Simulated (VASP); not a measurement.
# OsPd (Pm-3m) in VASP: a series of runs, part 2 of 2

VASP 6.6.1. Earlier steps stand in the parts before.

### 6 Relaxation of cell and atoms, PBE

This run uses another cell than the first one, of 14.86 Å³/atom.

INCAR reads:

```
  ALGO = Fast
  EDIFF = 1E-7
  EDIFFG = -0.01
  ENCUT = 600
  GGA = PE
  IBRION = 2
  ISIF = 3
  ISMEAR = 0
  LASPH = T
  LCHARG = F
  LREAL = F
  LWAVE = F
  NELM = 60
  NSW = 100
  PREC = Accurate
  SIGMA = 0.1
```

KPOINTS reads:

```
k-points
0
Gamma
  18 18 18
```

POSCAR reads:

```
OsPd
1.0
    3.0976131770      0.0000000000      0.0000000000
    0.0000000000      3.0976131770      0.0000000000
    0.0000000000      0.0000000000      3.0976131770
Pd Os
1 1
Direct
    0.5000000000      0.5000000000      0.5000000000
    0.0000000000      0.0000000000      0.0000000000
```

Potentials or basis: VASP PAW PBE potentials, release 64 (Pd, Os).

Launch:

```bash
> cat potpaw_PBE.64/Pd/POTCAR potpaw_PBE.64/Os/POTCAR > POTCAR
> mpirun -np 1 vasp_std > vasp.out
```

OUTCAR:

```text
EDIFF = 1E-7
   EDIFFG = -0.01
   ENCUT = 600
   GGA = PE
   IBRION = 2
   ISIF = 3
   ISMEAR = 0
   LASPH = T
   LREAL = F
   NELM = 60
   NSW = 100
   PREC = Accurate

 ion  position               nearest neighbor table
   1  0.500  0.500  0.500-   2 2.68   2 2.68   2 2.68   2 2.68   2 2.68   2 2.68   2 2.68   2 2.68

   2  0.000  0.000  0.000-   1 2.68   1 2.68   1 2.68   1 2.68   1 2.68   1 2.68   1 2.68   1 2.68

  LATTYP: Found a simple cubic cell.
 ALAT       =     3.0976131770

  Lattice vectors:

 A1 = (   3.0976131770,   0.0000000000,   0.0000000000)
 A2 = (   0.0000000000,   3.0976131770,   0.0000000000)
 A3 = (   0.0000000000,   0.0000000000,   3.0976131770)

Analysis of symmetry for initial positions (statically):
=====================================================================
 Subroutine PRICEL returns:
 Original cell was already a primitive cell.

 Routine SETGRP: Setting up the symmetry group for a
 simple cubic supercell.

 Subroutine GETGRP returns: Found 48 space group operations
 (whereof 48 operations were pure point group operations)
 out of a pool of 48 trial point group operations.

The static configuration has the point symmetry O_h .

Analysis of symmetry for dynamics (positions and initial velocities):
=====================================================================
 Subroutine PRICEL returns:
 Original cell was already a primitive cell.

 Routine SETGRP: Setting up the symmetry group for a
 simple cubic supercell.

 Subroutine GETGRP returns: Found 48 space group operations
 (whereof 48 operations were pure point group operations)
 out of a pool of 48 trial point group operations.

The dynamic configuration has the point symmetry O_h .

 Subroutine INISYM returns: Found 48 space group operations
 (whereof 48 operations are pure point group operations),
 and found     1 'primitive' translations

----------------------------------------------------------------------------------------

                                     Primitive cell

[... 132 lines left out ...]

 number of electron      18.0000003 magnetization

 Free energy of the ion-electron system (eV)
  ---------------------------------------------------
  ext. energy  EPLUGINS =         0.00000000
  ---------------------------------------------------
  free energy    TOTEN  =       -15.04683294 eV

  energy without entropy =      -15.03576448  energy(sigma->0) =      -15.04129871

------------------------ aborting loop because EDIFF is reached ----------------------------------------

  FORCE on cell =-STRESS in cart. coord.  units (eV):
  Direction    XX          YY          ZZ          XY          YZ          ZX
  --------------------------------------------------------------------------------------
  -------------------------------------------------------------------------------------
  Total       -0.0738918     -0.0738918     -0.0738918      0.0000000      0.0000000      0.0000000
  in kB       -3.9831389     -3.9831389     -3.9831389      0.0000000      0.0000000      0.0000000
  external PRESSURE =      -3.9831389 kB  Pullay stress =       0.0000000 kB
[... 59 lines left out ...]
--------------------------------------- Ionic step        3  -------------------------------------------

 number of electron      18.0000003 magnetization

 Free energy of the ion-electron system (eV)
  ---------------------------------------------------
  ext. energy  EPLUGINS =         0.00000000
  ---------------------------------------------------
  free energy    TOTEN  =       -15.04689193 eV

  energy without entropy =      -15.03584097  energy(sigma->0) =      -15.04136645

 E-fermi :   9.2284     XC(G=0): -13.4649

 val. band max:        9.2265586719   @ k =   0.2778   0.2222   0.1667
 cond. band min:       9.2293946209   @ k =   0.4444   0.0556   0.0000
 fundamental gap:      0.0028359490
 Fermi energy:         9.2284443012

 k-point     1 :       0.0000    0.0000    0.0000
  band No.  band energies     occupation
      1       0.3466      2.00000
      2       3.1316      2.00000
      3       3.1316      2.00000
      4       5.8704      2.00000
      5       5.8704      2.00000
      6       5.8704      2.00000
      7       8.5897      2.00000
      8       8.5897      2.00000
      9      10.6381      0.00000
     10      10.6381      0.00000
     11      10.6381      0.00000
     12      17.7115      0.00000
     13      17.7115      0.00000
[... 354 lines left out ...]
  band No.  band energies     occupation
      1       2.5354      2.00000
      2       4.1774      2.00000
      3       4.4760      2.00000
      4       5.5899      2.00000
      5       5.8559      2.00000
      6       6.5395      2.00000
      7       7.2985      2.00000
      8       8.0721      2.00000
      9       8.2893      2.00000
     10       9.1119      1.90082
     11      10.0313      0.00000
     12      12.9127      0.00000
     13      20.9141      0.00000

 [... further k-points ...]
[... 5 lines left out ...]
  --------------------------------------------------------------------------------------
  -------------------------------------------------------------------------------------
  Total        0.0035931      0.0035931      0.0035931      0.0000000      0.0000000      0.0000000
  in kB        0.1939885      0.1939885      0.1939885      0.0000000      0.0000000      0.0000000
  external PRESSURE =       0.1939885 kB  Pullay stress =       0.0000000 kB
[... 17 lines left out ...]
  FREE ENERGIE OF THE ION-ELECTRON SYSTEM (eV)
  ---------------------------------------------------
  free  energy   TOTEN  =       -15.0468919328 eV

  energy  without entropy=      -15.0358409667  energy(sigma->0) =      -15.04136645

 reached required accuracy - stopping structural energy minimisation
```

Wall time 1.9 min (1 thread of Intel Xeon 6975P-C (Granite Rapids), shared host); peak memory 0.26 GiB.

What came out:

* Free energy: -15.0469 eV
* Relaxed volume: 14.84 Å³/atom
* Relaxed cell: a = 3.096 Å, b = 3.096 Å, c = 3.096 Å, α = 90.00°, β = 90.00°, γ = 90.00°
* Space group after relaxing (to 0.1 Å): Pm-3m (No. 221)
* Energy gained by relaxing: 0.0 meV/atom
* Ionic steps: 3
* Pressure after relaxing: 0.0 GPa
* Band gap on the k mesh: zero (bands 9 and 10 overlap by 1.94 eV)

Final structure:
```
Pd Os
1.0
     3.09600    0.00000    0.00000
     0.00000    3.09600    0.00000
     0.00000    0.00000    3.09600
Pd Os
1 1
Direct
  0.50000 0.50000 0.50000
  0.00000 0.00000 0.00000
```

Caveat: spin-orbit coupling is left out, which moves the levels of the heavy elements.

### 7 Overview

```tsv
task	cell	k mesh	cutoff (eV)	gap on the mesh (eV)	pressure (GPa)	relaxed volume (Å³/atom)
single point	a = 3.047 Å, 2 atoms	6 × 6 × 6	520	none	14.1	-
single point	a = 3.098 Å, 2 atoms	6 × 6 × 6	520	none	-0.5	-
relaxation of cell and atoms	relaxed from a = 3.047 Å, 2 atoms	6 × 6 × 6	600	none	-0.1	14.84
single point	a = 3.098 Å, 2 atoms	18 × 18 × 18	520	none	-0.5	-
relaxation of cell and atoms	relaxed from a = 3.098 Å, 2 atoms	18 × 18 × 18	600	none	0.0	14.84
```

Alike in all rows: level PBE; potentials or basis VASP PAW PBE potentials, release 64 (Pd, Os); no spin polarisation; smearing gaussian 0.1 eV.

Caveats: spin-orbit coupling is left out, which moves the levels of the heavy elements; the cell stands under pressure (at least some runs).

Total energies depend on the potentials used, so only differences within one code and one set of settings carry meaning.
